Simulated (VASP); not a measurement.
A run of VASP 6.6.1:

File INCAR:

```
SYSTEM = EuO
PREC = Accurate
ENCUT = 600
EDIFF = 1E-6
ISMEAR = 0
SIGMA = 0.05
LREAL = .FALSE.
LASPH = .TRUE.
NELM = 200
ALGO = Normal
ISIF = 2
LWAVE = .FALSE.
LCHARG = .FALSE.
ISPIN = 2
MAGMOM = 7 7 0 0
LORBIT = 11
LMAXMIX = 6
LDAU = .TRUE.
LDAUTYPE = 2
LDAUL = 3 -1
LDAUU = 6 0
LDAUJ = 0 0
LDAUPRINT = 1
GGA = PE
NBANDS = 35
GGA_COMPAT = .FALSE.
```

KPOINTS

```
regular mesh
0
G
  6 6 4
  0 0 0
```

The input POSCAR:

```
EuO
1.0
    0.0000000000      2.5882963236     -2.5882963236
    0.0000000000      2.5882963236      2.5882963236
    5.1765926472      0.0000000000      0.0000000000
Eu O
2 2
Direct
    0.0000000000      0.0000000000      0.0000000000
    0.5000000000      0.5000000000      0.5000000000
    0.0000000000      1.0000000000      0.5000000000
    0.5000000000      1.5000000000      1.0000000000
```

Potentials or basis: VASP PAW PBE potentials, release 64 (Eu, O).

Run with:

```sh
$ cat potpaw_PBE.64/Eu/POTCAR potpaw_PBE.64/O/POTCAR > POTCAR
$ mpirun -np 1 vasp_std > vasp.out
```

Hardware: 1 thread of AMD EPYC 9R45 96-Core Processor (Zen 5), on a shared host.

How long does it take, and how much memory?

Wall time 3.3 min on 1 thread of AMD EPYC 9R45 96-Core Processor (Zen 5), on a shared host, peak memory 0.28 GiB. Counts: scf iterations 20, k points 30.
